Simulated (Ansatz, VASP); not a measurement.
**Os in VASP and in Ansatz**

```
Os
1.0
     0.00000    2.00891    1.95056
     1.95056    0.00000    1.95056
     1.95056    2.00891    0.00000
Os
1
Direct
  0.00000 0.00000 0.00000
```

Alike in both runs: task single point; functional PBE; k mesh 16 × 16 × 16; occupations gaussian, width 0.1 eV; no spin polarisation.

|  | VASP | Ansatz |
| --- | --- | --- |
| version | VASP 6.6.1 | Ansatz 0.2.0 |
| potentials or method | VASP PAW PBE potentials, release 64 (Os), cutoff 520 eV | scalar-relativistic, plane waves, PAW |
| valence electrons in the cell | 8 | 16 |

|  | VASP | Ansatz | Ansatz less VASP |
| --- | --- | --- | --- |
| gap on the k mesh at the Fermi level (eV) | none | none | - |
| pressure (GPa) | -21.7 | -21.4 | +0.36 |
| traceless stress, the component that is largest in VASP (GPa) | -5.49 | -5.58 | -0.097 |

A gap of «none» marks a metal or a gap that the smearing closes. VASP's potentials hold 8 valence electrons a cell and Ansatz's 16, so a difference there can come from the potentials and not from the codes.

Neither program's run includes spin-orbit coupling.
